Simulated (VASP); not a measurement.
Write the native input for VASP 6.6.1 that does the following.

| Property | Result |
| --- | --- |
| Task | single point |
| Functional | PBEsol |
| Potentials or basis | VASP PAW PBE potentials, release 64 (Ti_sv) |
| Cutoff | 520 eV |
| k mesh | 14 × 14 × 8 |
| Occupations | fermi-dirac, width 0.1 eV |
| Spin | no spin polarisation |
| Dipole correction | no |
| Further INCAR settings | ALGO = Normal; EDIFF = 1e-06; NBANDS = 19 |

The structure of Ti lies in POSCAR:

```
Ti
1.0
    2.9012254738      0.0000000000      0.0000000000
   -1.4506127369      2.5125349624      0.0000000000
    0.0000000000      0.0000000000      4.5941229683
Ti
2
Direct
    0.3333333333      0.6666666667      0.2500000000
    0.6666666667      0.3333333333      0.7500000000
```

The input as run:

INCAR

```
SYSTEM = Ti
PREC = Accurate ; ENCUT = 520
EDIFF = 1E-6 ; ISMEAR = -1
SIGMA = 0.1 ; LREAL = .False.
LASPH = .True. ; NELM = 100
ALGO = Normal ; ISIF = 2
LWAVE = .False. ; LCHARG = .False.
GGA = PS ; NBANDS = 19
```

KPOINTS

```
regular mesh
0
Gamma
  14 14 8
  0 0 0
```

Potentials or basis: VASP PAW PBE potentials, release 64 (Ti_sv).

Command:

```sh
$ cat potpaw_PBE.64/Ti_sv/POTCAR > POTCAR
$ mpirun -np 1 vasp_std > vasp.out
```

It gave:

```yaml
Pressure: -0.2 GPa
Band_gap_on_the_k_mesh: zero (band 12 reaches 9.39 eV, above the bottom of band 13 at 8.35 eV)
```

Caveat: the PAW data sets were made with another functional, which shifts forces and pressure a little.

Wall time 32 s on 1 thread of Intel(R) Xeon(R) Platinum 8488C (Sapphire Rapids), with other jobs on the host, peak memory 0.19 GiB.
